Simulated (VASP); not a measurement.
# Rh (Fm-3m) in VASP: further runs, part 2 of 2

VASP 6.6.1.

## Step 4: Relaxation of cell and atoms, PBEsol, target pressure 30 GPa, at which the enthalpy is minimised

INCAR reads:

```
SYSTEM = Rh
ALGO = Normal
EDIFF = 1E-6
EDIFFG = -0.005
ENCUT = 600
GGA = PS
IBRION = 2
ISIF = 3
ISMEAR = -1
LASPH = .TRUE.
LCHARG = .FALSE.
LREAL = .FALSE.
LWAVE = .FALSE.
NELM = 80
NSW = 80
PREC = Accurate
PSTRESS = 300.0
SIGMA = 0.05
```

KPOINTS reads:

```
k-points
0
G
  12 12 12
  0 0 0
```

POSCAR reads:

```
Rh
1.0
    0.0000000000      1.8978500000      1.8978500000
    1.8978500000      0.0000000000      1.8978500000
    1.8978500000      1.8978500000      0.0000000000
Rh
1
Direct
    0.0000000000      0.0000000000      0.0000000000
```

Potentials or basis: VASP PAW PBE potentials, release 64 (Rh_pv).

The run is started by

```console
$ cat potpaw_PBE.64/Rh_pv/POTCAR > POTCAR
$ mpirun -np 1 vasp_std > vasp.out
```

OUTCAR:

```text
SYSTEM = Rh
   EDIFF = 1E-6
   EDIFFG = -0.005
   ENCUT = 600
   GGA = PS
   IBRION = 2
   ISIF = 3
   ISMEAR = -1
   LASPH = .TRUE.
   LREAL = .FALSE.
   NELM = 80
   NSW = 80
   PREC = Accurate
   PSTRESS = 300.0

 ion  position               nearest neighbor table
   1  0.000  0.000  0.000-

  LATTYP: Found a face centered cubic cell.
 ALAT       =     3.7957000000

  Lattice vectors:

 A1 = (   0.0000000000,   1.8978500000,   1.8978500000)
 A2 = (   1.8978500000,   0.0000000000,   1.8978500000)
 A3 = (   1.8978500000,   1.8978500000,   0.0000000000)

Analysis of symmetry for initial positions (statically):
[... 33 lines left out ...]
                                     Primitive cell

  volume of cell :      13.6715

  direct lattice vectors                    reciprocal lattice vectors
     0.000000000  1.897850000  1.897850000    -0.263456016  0.263456016  0.263456016
     1.897850000  0.000000000  1.897850000     0.263456016 -0.263456016  0.263456016
     1.897850000  1.897850000  0.000000000     0.263456016  0.263456016 -0.263456016

  length of vectors
     2.683965209  2.683965209  2.683965209     0.456319205  0.456319205  0.456319205

  position of ions in fractional coordinates (direct lattice)
     0.000000000  0.000000000  0.000000000

  ion indices of the primitive-cell ions
   primitive index   ion index
                 1           1

----------------------------------------------------------------------------------------

 KPOINTS: k-points

Automatic generation of k-mesh.
 Grid dimensions read from file:
 generate k-points for:   12   12   12

 Generating k-lattice:

  Cartesian coordinates                     Fractional coordinates (reciprocal lattice)
    -0.021954668  0.021954668  0.021954668     0.083333333  0.000000000  0.000000000
     0.021954668 -0.021954668  0.021954668     0.000000000  0.083333333  0.000000000
     0.021954668  0.021954668 -0.021954668     0.000000000  0.000000000  0.083333333

  Length of vectors
     0.038026600  0.038026600  0.038026600

  Shift w.r.t. Gamma in fractional coordinates (k-lattice)
     0.000000000  0.000000000  0.000000000

 Subroutine IBZKPT returns following result:
 ===========================================

 Found     72 irreducible k-points:

 Following reciprocal coordinates:
            Coordinates               Weight
  0.000000  0.000000  0.000000      1.000000
  0.083333  0.000000  0.000000      8.000000
  0.166667  0.000000  0.000000      8.000000
  0.250000  0.000000  0.000000      8.000000
  0.333333  0.000000  0.000000      8.000000
  0.416667  0.000000  0.000000      8.000000
[... 16 lines left out ...]
  0.500000  0.166667  0.000000     24.000000
 -0.416667  0.166667  0.000000     24.000000
 [... further k-points ...]
   k-points           NKPTS =     72   k-points in BZ     NKDIM =     72   number of bands    NBANDS=     11
   number of dos      NEDOS =    301   number of ions     NIONS =      1
   total plane-waves  NPLWV =  13824
   dimension x,y,z NGX =    24 NGY =   24 NGZ =   24
   dimension x,y,z NGXF=    48 NGYF=   48 NGZF=   48
   ions per type =               1
   NGX,Y,Z   is equivalent  to a cutoff of  14.87, 14.87, 14.87 a.u.
   NGXF,Y,Z  is equivalent  to a cutoff of  29.73, 29.73, 29.73 a.u.
 SYSTEM =  Rh
   PREC   = accura    normal or accurate (medium, high low for compatibility)
   ISTART =      0    job   : 0-new  1-cont  2-samecut
   ICHARG =      2    charge: 1-file 2-atom 10-const
   ISPIN  =      1    spin polarized calculation?
   LNONCOLLINEAR =      F non collinear calculations
   LSORBIT =      F    spin-orbit coupling
   LASPH  =      T    aspherical Exc in radial PAW
   ENCUT  =  600.0 eV  44.10 Ry    6.64 a.u.   5.36  5.36  5.36*2*pi/ulx,y,z
   NELM   =     80;   NELMIN=  2; NELMDL= -5     # of ELM steps
   EDIFF  = 0.1E-05   stopping-criterion for ELM
   LREAL  =      F    real-space projection
   EDIFFG = -.5E-02   stopping-criterion for IOM
   NSW    =     80    number of steps for IOM
   IBRION =      2    ionic relax: 0-MD 1-quasi-New 2-CG
   NFREE  =      1    steps in history (QN), initial steepest desc. (CG)
   ISIF   =      3    stress and relaxation
   ISYM   =      2    0-nonsym 1-usesym 2-fastsym
   POTIM  = 0.5000    time-step for ionic-motion
   TEBEG  =    0.0;   TEEND  =   0.0 temperature during run
   PSTRESS=  300.0 pullay stress
   NELECT =      15.0000    total number of electrons
   NUPDOWN=      -1.0000    fix difference up-down
   EMIN   =  10.00;   EMAX   =-10.00  energy-range for DOS
   EFERMI =   0.00;   METHOD = LEGACY
   ISMEAR =    -1;   SIGMA  =   0.05  broadening in eV -4-tet -1-fermi 0-gaus
   EFERMI_NEDOS =   21; number of points for ismear=-14 and -15
   IALGO  =     38    algorithm
   IMIX   =      4    mixing-type and parameters
     AMIX     =   0.40;   BMIX     =  1.00
     AMIX_MAG =   1.60;   BMIX_MAG =  1.00
  volume/ion in A,a.u.               =      13.67        92.26
  Fermi-wavevector in a.u.,A,eV,Ry     =   1.688496  3.190795 38.790465  2.851019
  Thomas-Fermi vector in A             =   2.770792
   LORBIT       =      0    0 simple, 1 ext, 2 COOP (PROOUT), +10 PAW based schemes
   GGA     = PS    functional components
   LHFCALC =     F    Hartree Fock is set to
   AEXX    =    0.0000 exact exchange contribution
   IVDW    =     0    specifies the selected vdW correction
   LEPSILON=     F    determine dielectric tensor
   LRPA    =     F    only Hartree local field effects (RPA)
 conjugate gradient relaxation of ions
 non-spin polarized calculation
  energy-cutoff  :      600.00
  volume of cell :       13.67
 maximum number of plane-waves:       471
 NGX is ok and might be reduce to    24
   NGX = 11   NGY = 11   NGZ = 11

--------------------------------------- Ionic step        1  -------------------------------------------

 number of electron      15.0000002 magnetization

 Free energy of the ion-electron system (eV)
  ---------------------------------------------------
  ext. energy  EPLUGINS =         0.00000000
  ---------------------------------------------------
  free energy    TOTEN  =        -8.14461589 eV

  energy without entropy =       -8.13645002  energy(sigma->0) =       -8.14053295

------------------------ aborting loop because EDIFF is reached ----------------------------------------

  FORCE on cell =-STRESS in cart. coord.  units (eV):
  Direction    XX          YY          ZZ          XY          YZ          ZX
  --------------------------------------------------------------------------------------
  -------------------------------------------------------------------------------------
  Total       -0.3352997     -0.3352997     -0.3352997      0.0000000     -0.0000000      0.0000000
  in kB      -39.2941705    -39.2941705    -39.2941705      0.0000000     -0.0000000      0.0000000
  external PRESSURE =    -339.2941705 kB  Pullay stress =     300.0000000 kB
[... 94 lines left out ...]
  energy  without entropy=       -8.0786239448  energy(sigma->0) =       -8.08212487

  enthalpy is  TOTEN    =        -5.7251800080 eV   P V=        2.3604457805

[... ionic steps 4 to 15 ...]

--------------------------------------- Ionic step       16  -------------------------------------------

 number of electron      15.0000000 magnetization

------------------------ aborting loop because EDIFF is reached ----------------------------------------
[... 69 lines left out ...]
--------------------------------------- Ionic step       18  -------------------------------------------

 number of electron      15.0000000 magnetization

 Free energy of the ion-electron system (eV)
  ---------------------------------------------------
  ext. energy  EPLUGINS =         0.00000000
  ---------------------------------------------------
  free energy    TOTEN  =        -8.05550751 eV

  energy without entropy =       -8.04867795  energy(sigma->0) =       -8.05209273

 E-fermi :  13.7377     XC(G=0): -14.8813

 val. band max:       13.6302768856   @ k =   0.3333   0.0833   0.0000
 cond. band min:      13.7683459315   @ k =   0.5000   0.4167   0.0000
 fundamental gap:      0.1380690458
 Fermi energy:        13.7377436400

 k-point     1 :       0.0000    0.0000    0.0000
  band No.  band energies     occupation
      1     -32.8162      2.00000
      2     -32.8162      2.00000
      3     -32.8162      2.00000
      4       4.8944      2.00000
      5      10.0832      2.00000
      6      10.0832      2.00000
      7      10.0832      2.00000
      8      12.5553      2.00000
      9      12.5553      2.00000
     10      29.5156      0.00000
     11      33.7561      0.00000
[... 309 lines left out ...]
 k-point    24 :      -0.4167    0.1667    0.0000
  band No.  band energies     occupation
      1     -33.7595      2.00000
      2     -33.1473      2.00000
      3     -32.9953      2.00000
      4       7.4723      2.00000
      5       9.2893      2.00000
      6      10.7688      2.00000
      7      11.2883      2.00000
      8      14.0160      0.00763
      9      18.1979      0.00000
     10      23.4053      0.00000
     11      30.2103      0.00000

 [... further k-points ...]
[... 5 lines left out ...]
  --------------------------------------------------------------------------------------
  -------------------------------------------------------------------------------------
  Total        2.3300264      2.3300264      2.3300264      0.0000000     -0.0000000     -0.0000000
  in kB      300.4050526    300.4050526    300.4050526      0.0000000     -0.0000000     -0.0000000
  external PRESSURE =       0.4050526 kB  Pullay stress =     300.0000000 kB
[... 20 lines left out ...]
  energy  without entropy=       -8.0486779496  energy(sigma->0) =       -8.05209273

  enthalpy is  TOTEN    =        -5.7286228556 eV   P V=        2.3268846577

 reached required accuracy - stopping structural energy minimisation
```

OSZICAR:

```text
N       E                     dE             d eps       ncg     rms          rms(c)
DAV:   1     0.123892053017E+03    0.12389E+03   -0.10413E+04  1584   0.163E+03
[... 101 lines left out ...]
  17 F= -.57286177E+01 E0= -.57251995E+01  d E =-.165794E-04
       N       E                     dE             d eps       ncg     rms          rms(c)
DAV:   1    -0.805560720697E+01    0.12886E-02   -0.15893E-03  1650   0.680E-01    0.801E-02
DAV:   2    -0.805550773381E+01    0.99473E-04   -0.21785E-04  1629   0.231E-01    0.138E-02
DAV:   3    -0.805550633342E+01    0.14004E-05   -0.59405E-06  1812   0.356E-02    0.679E-03
DAV:   4    -0.805550756094E+01   -0.12275E-05   -0.79092E-07  1183   0.132E-02    0.562E-04
DAV:   5    -0.805550751329E+01    0.47655E-07   -0.33046E-08   792   0.304E-03
  18 F= -.57286229E+01 E0= -.57252081E+01  d E =-.217311E-04
```

CONTCAR:

```text
Rh
   1.00000000000000
    -0.0000000000000001    1.8384199718534358    1.8384199718534358
     1.8384199718534358    0.0000000000000000    1.8384199718534358
     1.8384199718534358    1.8384199718534358    0.0000000000000000
  Rh
     1
Direct
     0.0000000000000000    0.0000000000000000    1.0000000000000000

  0.00000000E+00  0.00000000E+00  0.00000000E+00
```

Wall time 35 s (1 thread of Intel Xeon 6975P-C (Granite Rapids), shared host); peak memory 0.15 GiB.

Results:

| Quantity | Value |
| --- | --- |
| Free energy | -8.0555 eV |
| Relaxed volume | 12.43 Å³/atom |
| Relaxed cell | a = 2.600 Å, b = 2.600 Å, c = 2.600 Å, α = 60.00°, β = 60.00°, γ = 60.00° |
| Space group after relaxing (to 0.05 Å) | Fm-3m (No. 225) |
| Energy change on relaxing (the enthalpy is what falls) | +89.1 meV/atom |
| Ionic steps | 18 |
| Pressure after relaxing | 30.0 GPa |

The path:
| step | energy change (eV) | largest force (eV/Å) | pressure (GPa) | volume (Å³) |
| --- | --- | --- | --- | --- |
| 1 | 0.0000 | 0.0000 | -3.93 | 13.67 |
| 2 | 3.7526 | 0.0000 | 384.21 | 8.71 |
| 3 | 0.0590 | 0.0000 | 23.90 | 12.61 |
| 4 | 0.0760 | 0.0000 | 27.34 | 12.50 |
| 5 | 0.0904 | 0.0000 | 30.21 | 12.42 |
| 6 | 0.0859 | 0.0000 | 29.57 | 12.44 |
| 7 | 0.0860 | 0.0000 | 29.42 | 12.44 |
| 8 | 0.0863 | 0.0000 | 29.52 | 12.44 |
| 9 | 0.0863 | 0.0000 | 29.51 | 12.44 |
| 10 | 0.0864 | 0.0000 | 29.51 | 12.44 |
| 11 | 0.0864 | 0.0000 | 29.51 | 12.44 |
| 12 | 0.0864 | 0.0000 | 29.51 | 12.44 |
| 13 | 0.0864 | 0.0000 | 29.51 | 12.44 |
| 14 | 0.0865 | 0.0000 | 29.51 | 12.44 |
| 15 | 0.0867 | 0.0000 | 29.58 | 12.44 |
| 16 | 0.0870 | 0.0000 | 29.65 | 12.44 |
| 17 | 0.0877 | 0.0000 | 29.79 | 12.43 |
| 18 | 0.0891 | 0.0000 | 30.04 | 12.43 |

Final structure:
```yaml
crystal:
  lattice:
    - [0.00000, 1.83842, 1.83842]
    - [1.83842, 0.00000, 1.83842]
    - [1.83842, 1.83842, 0.00000]
  atoms:
    - { symbol: Rh, position: [0.00000, 0.00000, 0.00000] }
```

Caveat: the cell is relaxed towards a set pressure, so the enthalpy falls and the energy may rise; the PAW data sets were made with another functional, which shifts forces and pressure a little.

## Step 5: Summary

| cell | gap on the mesh (eV) | pressure (GPa) |
| --- | --- | --- |
| relaxed to 10 GPa | none | 10.0 |
| relaxed to 20 GPa | none | 20.0 |
| relaxed to 30 GPa | none | 30.0 |

Alike in all rows: task relaxation of cell and atoms; level PBEsol; potentials or basis VASP PAW PBE potentials, release 64 (Rh_pv); no spin polarisation; k mesh 12 × 12 × 12; cutoff (eV) 600; smearing fermi-dirac 0.05 eV.

Caveats: the cell is relaxed towards a set pressure, so the enthalpy falls and the energy may rise; the PAW data sets were made with another functional, which shifts forces and pressure a little.

Total energies depend on the potentials used, so only differences within one code and one set of settings carry meaning.
